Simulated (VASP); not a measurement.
# SiC (P4/mmm) in VASP: further runs

Runs on SiC. Level: PBE. Tasks: single point, relaxation of cell and atoms.

All numbers are computed with VASP 6.6.1; they aren't measurements. Logs are shortened: lines on timing, memory, paths and dates and some standing lists are left out, and cuts for length are marked.

### 1 The cell of the first run

The structure is tetragonal, space group P4/mmm (No. 123). Conventional cell: a = 2.526 Å, b = 2.526 Å, c = 3.311 Å, α = 90.00°, β = 90.00°, γ = 90.00°. Si (site symmetry 4/mmm) has 8 C at 2.44 Å and 4 Si at 2.53 Å within 3.2 Å. Within 3.2 Å of C (site symmetry 4/mmm) lie 8 Si at 2.44 Å and 4 C at 2.53 Å.

### 2 Single point, PBE

INCAR

```
SYSTEM = SiC
PREC = Accurate
ENCUT = 520
EDIFF = 1E-6
ISMEAR = 0
SIGMA = 0.1
LREAL = .False.
LASPH = .True.
NELM = 60
ALGO = Normal
ISIF = 2
LWAVE = .False.
LCHARG = .False.
GGA = PE
NBANDS = 11
```

KPOINTS

```
Automatic mesh
0
Gamma
  8 8 6
  0 0 0
```

POSCAR

```
SiC
1.0
    2.5260084182      0.0000000000      0.0000000000
    0.0000000000      2.5260084182      0.0000000000
    0.0000000000      0.0000000000      3.3108753195
Si C
1 1
Direct
    0.5000000000      0.5000000000      0.5000000000
    0.0000000000      0.0000000000      0.0000000000
```

Potentials or basis: VASP PAW PBE potentials, release 64 (Si, C).

On the command line:

```sh
$ cat potpaw_PBE.64/Si/POTCAR potpaw_PBE.64/C/POTCAR > POTCAR
$ mpirun -np 1 vasp_std > vasp.out
```

OUTCAR:

```text
SYSTEM = SiC
   PREC = Accurate
   ENCUT = 520
   EDIFF = 1E-6
   ISMEAR = 0
   LREAL = .False.
   LASPH = .True.
   NELM = 60
   ISIF = 2
   GGA = PE

 ion  position               nearest neighbor table
   1  0.500  0.500  0.500-   2 2.44   2 2.44   2 2.44   2 2.44   2 2.44   2 2.44   2 2.44   2 2.44

   2  0.000  0.000  0.000-   1 2.44   1 2.44   1 2.44   1 2.44   1 2.44   1 2.44   1 2.44   1 2.44

  LATTYP: Found a simple tetragonal cell.
 ALAT       =     2.5260084182
 C/A-ratio  =     1.3107142857

  Lattice vectors:

 A1 = (   2.5260084182,   0.0000000000,   0.0000000000)
 A2 = (   0.0000000000,   2.5260084182,   0.0000000000)
 A3 = (   0.0000000000,   0.0000000000,   3.3108753195)

Analysis of symmetry for initial positions (statically):
=====================================================================
 Subroutine PRICEL returns:
 Original cell was already a primitive cell.

 Routine SETGRP: Setting up the symmetry group for a
 simple tetragonal supercell.

 Subroutine GETGRP returns: Found 16 space group operations
 (whereof 16 operations were pure point group operations)
 out of a pool of 16 trial point group operations.

The static configuration has the point symmetry D_4h.

Analysis of symmetry for dynamics (positions and initial velocities):
=====================================================================
 Subroutine PRICEL returns:
 Original cell was already a primitive cell.

 Routine SETGRP: Setting up the symmetry group for a
 simple tetragonal supercell.

 Subroutine GETGRP returns: Found 16 space group operations
 (whereof 16 operations were pure point group operations)
 out of a pool of 16 trial point group operations.

The dynamic configuration has the point symmetry D_4h.

 Subroutine INISYM returns: Found 16 space group operations
 (whereof 16 operations are pure point group operations),
 and found     1 'primitive' translations

----------------------------------------------------------------------------------------

                                     Primitive cell

  volume of cell :      21.1258

  direct lattice vectors                    reciprocal lattice vectors
     2.526008418  0.000000000  0.000000000     0.395881499  0.000000000  0.000000000
     0.000000000  2.526008418  0.000000000     0.000000000  0.395881499  0.000000000
     0.000000000  0.000000000  3.310875320     0.000000000  0.000000000  0.302034931

  length of vectors
     2.526008418  2.526008418  3.310875320     0.395881499  0.395881499  0.302034931

  position of ions in fractional coordinates (direct lattice)
     0.500000000  0.500000000  0.500000000
[... 83 lines left out ...]
   NFREE  =      0    steps in history (QN), initial steepest desc. (CG)
   ISIF   =      2    stress and relaxation
   ISYM   =      2    0-nonsym 1-usesym 2-fastsym
   POTIM  = 0.5000    time-step for ionic-motion
   TEBEG  =    0.0;   TEEND  =   0.0 temperature during run
   PSTRESS=    0.0 pullay stress
   NELECT =       8.0000    total number of electrons
   NUPDOWN=      -1.0000    fix difference up-down
   EMIN   =  10.00;   EMAX   =-10.00  energy-range for DOS
   EFERMI =   0.00;   METHOD = LEGACY
   ISMEAR =     0;   SIGMA  =   0.10  broadening in eV -4-tet -1-fermi 0-gaus
   EFERMI_NEDOS =   21; number of points for ismear=-14 and -15
   IALGO  =     38    algorithm
   IMIX   =      4    mixing-type and parameters
     AMIX     =   0.40;   BMIX     =  1.00
     AMIX_MAG =   1.60;   BMIX_MAG =  1.00
  volume/ion in A,a.u.               =      10.56        71.28
  Fermi-wavevector in a.u.,A,eV,Ry     =   1.184406  2.238203 19.086500  1.402818
  Thomas-Fermi vector in A             =   2.320621
   LORBIT       =      0    0 simple, 1 ext, 2 COOP (PROOUT), +10 PAW based schemes
   GGA     = PE    functional components
   LHFCALC =     F    Hartree Fock is set to
   AEXX    =    0.0000 exact exchange contribution
   IVDW    =     0    specifies the selected vdW correction
   LEPSILON=     F    determine dielectric tensor
   LRPA    =     F    only Hartree local field effects (RPA)
 non-spin polarized calculation
 Gauss-broadening in eV      SIGMA  =   0.10
  energy-cutoff  :      520.00
  volume of cell :       21.13
 maximum number of plane-waves:       588
 NGX is ok and might be reduce to    20
   NGX =  9   NGY =  9   NGZ = 13

 number of electron       8.0000001 magnetization

 Free energy of the ion-electron system (eV)
  ---------------------------------------------------
  ext. energy  EPLUGINS =         0.00000000
  ---------------------------------------------------
  free energy    TOTEN  =       -10.25462646 eV

  energy without entropy =      -10.25020873  energy(sigma->0) =      -10.25241759

 E-fermi :   9.5785     XC(G=0): -11.7942

 val. band max:        9.5715029683   @ k =   0.3750   0.3750   0.3333
 cond. band min:       9.6195402916   @ k =   0.5000   0.3750   0.0000
 fundamental gap:      0.0480373233
 Fermi energy:         9.5784939085

 k-point     1 :       0.0000    0.0000    0.0000
  band No.  band energies     occupation
      1      -6.7769      2.00000
      2       4.5342      2.00000
      3       5.6482      2.00000
      4      10.7351      0.00000
      5      10.7351      0.00000
      6      16.2935      0.00000
      7      17.0481      0.00000
      8      19.2219      0.00000
      9      20.8121      0.00000
     10      20.8121      0.00000
     11      27.2335      0.00000
[... 309 lines left out ...]
 k-point    24 :       0.5000    0.1250    0.1667
  band No.  band energies     occupation
      1      -1.8202      2.00000
      2       0.1092      2.00000
      3       5.8284      2.00000
      4       8.3623      2.00000
      5      10.8289      0.00000
      6      12.7195      0.00000
      7      15.1820      0.00000
      8      16.8791      0.00000
      9      22.1601      0.00000
     10      24.1959      0.00000
     11      24.6955      0.00000

 [... further k-points ...]
[... 5 lines left out ...]
  --------------------------------------------------------------------------------------
  -------------------------------------------------------------------------------------
  Total        0.9086854      0.9086854     -3.9913240      0.0000000     -0.0000000      0.0000000
  in kB       68.9146778     68.9146778   -302.7019006      0.0000000     -0.0000000      0.0000000
  external PRESSURE =     -54.9575150 kB  Pullay stress =       0.0000000 kB

 VOLUME and BASIS-vectors are now :
 -----------------------------------------------------------------------------
  energy-cutoff  :      520.00
  volume of cell :       21.13
      direct lattice vectors                 reciprocal lattice vectors
     2.526008418  0.000000000  0.000000000     0.395881499  0.000000000  0.000000000
     0.000000000  2.526008418  0.000000000     0.000000000  0.395881499  0.000000000
     0.000000000  0.000000000  3.310875320     0.000000000  0.000000000  0.302034931

 POSITION                                       TOTAL-FORCE (eV/Angst)
 -----------------------------------------------------------------------------------
      1.26300      1.26300      1.65544         0.000000      0.000000      0.000000
      0.00000      0.00000      0.00000         0.000000      0.000000      0.000000
 -----------------------------------------------------------------------------------
    total drift:                                0.000000      0.000000     -0.000000

  FREE ENERGIE OF THE ION-ELECTRON SYSTEM (eV)
  ---------------------------------------------------
  free  energy   TOTEN  =       -10.2546264592 eV

  energy  without entropy=      -10.2502087256  energy(sigma->0) =      -10.25241759
```

OSZICAR:

```text
N       E                     dE             d eps       ncg     rms          rms(c)
DAV:   1     0.350960244990E+01    0.35096E+01   -0.39389E+03  1328   0.660E+02
DAV:   2    -0.100587924197E+02   -0.13568E+02   -0.12896E+02  1796   0.866E+01
DAV:   3    -0.104779787310E+02   -0.41919E+00   -0.41347E+00  1621   0.119E+01
DAV:   4    -0.104793464640E+02   -0.13677E-02   -0.13676E-02  1456   0.858E-01
DAV:   5    -0.104793500777E+02   -0.36138E-05   -0.36142E-05  1578   0.433E-02    0.365E+00
DAV:   6    -0.102704938131E+02    0.20886E+00   -0.10543E+00  1374   0.394E+00    0.188E+00
DAV:   7    -0.102595422574E+02    0.10952E-01   -0.42075E-02  1452   0.126E+00    0.963E-01
DAV:   8    -0.102546826464E+02    0.48596E-02   -0.93368E-03  1400   0.546E-01    0.972E-02
DAV:   9    -0.102546276066E+02    0.55040E-04   -0.60863E-04  1567   0.136E-01    0.545E-02
DAV:  10    -0.102546271123E+02    0.49434E-06   -0.50460E-05  1470   0.430E-02    0.775E-03
DAV:  11    -0.102546264592E+02    0.65306E-06   -0.19856E-06  1152   0.847E-03
   1 F= -.10254626E+02 E0= -.10252418E+02  d E =-.441773E-02
```

stdout:

```text
POSCAR found type information on POSCAR SiC
 POSCAR found :  2 types and       2 ions
 scaLAPACK will be used
 LDA part: xc-table for (Slater+PW92), standard interpolation
 POSCAR, INCAR and KPOINTS ok, starting setup
 FFT: planning ... GRIDC
 FFT: planning ... GRID_SOFT
 FFT: planning ... GRID
 WAVECAR not read
 entering main loop
```

Run time: 4.8 s. Hardware: 1 thread of Intel Xeon 6975P-C (Granite Rapids), shared host; peak memory 0.13 GiB.

What came out:

| Property | Result |
| --- | --- |
| Free energy | -10.2546 eV |
| Pressure | -5.5 GPa |
| Band gap on the k mesh | zero (band 4 reaches 11.66 eV, above the bottom of band 5 at 6.97 eV) |

### 3 Relaxation of cell and atoms, PBE

INCAR

```
ALGO = Normal
EDIFF = 1E-7
EDIFFG = -0.04
ENCUT = 600
GGA = PE
IBRION = 2
ISIF = 3
ISMEAR = 0
LASPH = T
LCHARG = F
LREAL = F
LWAVE = F
NELM = 60
NSW = 90
PREC = Accurate
SIGMA = 0.1
```

KPOINTS

```
k-points
0
Gamma
  6 6 6
```

POSCAR is that of step 2.

Potentials or basis: VASP PAW PBE potentials, release 64 (Si, C).

On the command line:

```sh
$ cat potpaw_PBE.64/Si/POTCAR potpaw_PBE.64/C/POTCAR > POTCAR
$ mpirun -np 1 vasp_std > vasp.out
```

Wall time 12 s (1 thread of Intel Xeon 6975P-C (Granite Rapids), shared host); peak memory 0.13 GiB.

It converged, with:

* Free energy: -10.9531 eV
* Relaxed volume: 9.17 Å³/atom
* Relaxed cell: a = 2.638 Å, b = 2.638 Å, c = 2.637 Å, α = 90.00°, β = 90.00°, γ = 90.00°
* Space group after relaxing (to 0.05 Å): Pm-3m (No. 221)
* Energy gained by relaxing: 335.6 meV/atom
* Ionic steps: 7
* Pressure after relaxing: 0.0 GPa
* Band gap on the k mesh: zero (band 4 reaches 12.45 eV, above the bottom of band 5 at 8.79 eV)

Stress tensor (GPa, compression positive):
```
-0.08  0.00  0.00
 0.00 -0.08  0.00
 0.00  0.00  0.13
```

Step by step:
```tsv
step	energy change (eV)	largest force (eV/Å)	pressure (GPa)	volume (Å³)
1	0.0000	0.0000	-6.73	21.13
2	-0.4791	0.0000	-7.21	19.68
3	-0.6701	0.0000	1.70	18.18
4	-0.6695	0.0000	0.35	18.31
5	-0.6703	0.0000	-1.48	18.50
6	-0.6704	0.0000	-0.99	18.45
7	-0.6712	0.0000	-0.01	18.35
```

Final structure:
```yaml
crystal:
  lattice:
    - [2.63776, 0.00000, 0.00000]
    - [0.00000, 2.63776, 0.00000]
    - [0.00000, 0.00000, 2.63708]
  atoms:
    - { symbol: Si, position: [0.50000, 0.50000, 0.50000] }
    - { symbol: C, position: [0.00000, 0.00000, 0.00000] }
```

Levels at points of the mesh, in eV from the Fermi level:
| k point | band 2 | band 3 | band 4 | band 5 | band 6 | band 7 |
| --- | --- | --- | --- | --- | --- | --- |
| (0.00, 0.00, 0.00) | -1.03 | -1.03 | -1.03 | 1.63 | 5.06 | 5.06 |
| (0.50, 0.00, 0.00) | -11.83 | 0.97 | 0.98 | 5.15 | 6.49 | 7.67 |
| (0.50, 0.50, 0.00) | -7.88 | -7.88 | -5.39 | 2.50 | 8.88 | 8.88 |
| (0.00, 0.00, 0.50) | -11.83 | 0.97 | 0.97 | 5.14 | 6.49 | 7.67 |
| (0.50, 0.00, 0.50) | -7.88 | -7.88 | -5.39 | 2.50 | 8.88 | 8.88 |
| (0.50, 0.50, 0.50) | -4.32 | -4.31 | -4.31 | -1.46 | -1.46 | -1.46 |

Caveat: the k points lie up to 0.40 Å⁻¹ apart in the final cell.
